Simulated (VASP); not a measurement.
Set up this calculation in VASP 6.6.1, as the native input.

| Property | Result |
| --- | --- |
| Task | single point |
| Functional | PBE |
| Potentials or basis | VASP PAW PBE potentials, release 64 (Zn) |
| Cutoff | 520 eV |
| k mesh | 17 × 17 × 17 |
| Occupations | fermi-dirac, width 0.05 eV |
| Spin | no spin polarisation |
| Dipole correction | no |
| Further INCAR settings | ALGO = Normal; EDIFF = 1e-06; NBANDS = 12 |

The structure of Zn lies in POSCAR:

```
Zn
1.0
    0.0000000000      1.8240313636      1.8240313636
    1.8240313636      0.0000000000      1.8240313636
    1.8240313636      1.8240313636      0.0000000000
Zn
1
Direct
    0.0000000000      0.0000000000      0.0000000000
```

This cell differs from its parent crystal: volume scaled by 0.8.

The input as run:

INCAR

```
PREC = Accurate ; ENCUT = 520
EDIFF = 1E-6 ; ISMEAR = -1
SIGMA = 0.05 ; LREAL = F
LASPH = T ; NELM = 80
ALGO = Normal ; ISIF = 2
LWAVE = F ; LCHARG = F
GGA = PE ; NBANDS = 12
```

KPOINTS

```
Automatic mesh
0
Gamma
  17 17 17
```

Potentials or basis: VASP PAW PBE potentials, release 64 (Zn).

Command:

```bash
$ cat potpaw_PBE.64/Zn/POTCAR > POTCAR
$ mpirun -np 1 vasp_std > vasp.out
```

It gave:

| Item | Value |
| --- | --- |
| Pressure | 28.2 GPa |
| Band gap on the k mesh | zero (band 6 reaches 6.30 eV, above the bottom of band 7 at 4.02 eV) |

Wall time 12 s on 1 thread of Intel Xeon 6975P-C, with other jobs on the host, peak memory 0.14 GiB.
